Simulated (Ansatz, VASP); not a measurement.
**Two plane-wave programs on HCl**

```
CELL_PARAMETERS angstrom
6.73866 0.00000 0.00000
0.00000 6.73866 0.00000
0.00000 0.00000 6.73866
ATOMIC_POSITIONS crystal
Cl 0.19276 0.14429 0.93042
Cl 0.34636 0.64139 0.82716
Cl 0.75567 0.82022 0.34502
Cl 0.92446 0.33134 0.31030
Cl 0.25005 0.87123 0.40448
Cl 0.44286 0.42375 0.35979
H 0.04469 0.02549 0.93688
H 0.24132 0.70104 0.97376
H 0.57894 0.84700 0.28079
H 0.86879 0.37071 0.13301
H 0.38900 0.89473 0.53184
H 0.42560 0.25114 0.28240
```

Alike in both runs: task relaxation of the atoms; functional LDA; k mesh 1 × 1 × 1; occupations fermi-dirac, width 0.02 eV; no spin polarisation.

|  | VASP | Ansatz |
| --- | --- | --- |
| version | VASP 6.6.1 | Ansatz 0.2.0 |
| potentials or method | VASP PAW LDA potentials, release 64 (Cl, H), cutoff 520 eV | scalar-relativistic, plane waves, PAW |
| valence electrons in the cell | 48 | 48 |

|  | VASP | Ansatz | Ansatz less VASP |
| --- | --- | --- | --- |
| gap on the k mesh at the Fermi level, each at its own relaxed structure (eV) | 4.06 | 5.35 | +1.292 |

LDA's correlation is that of Perdew and Zunger in VASP and of Perdew and Wang (1992) in Ansatz.
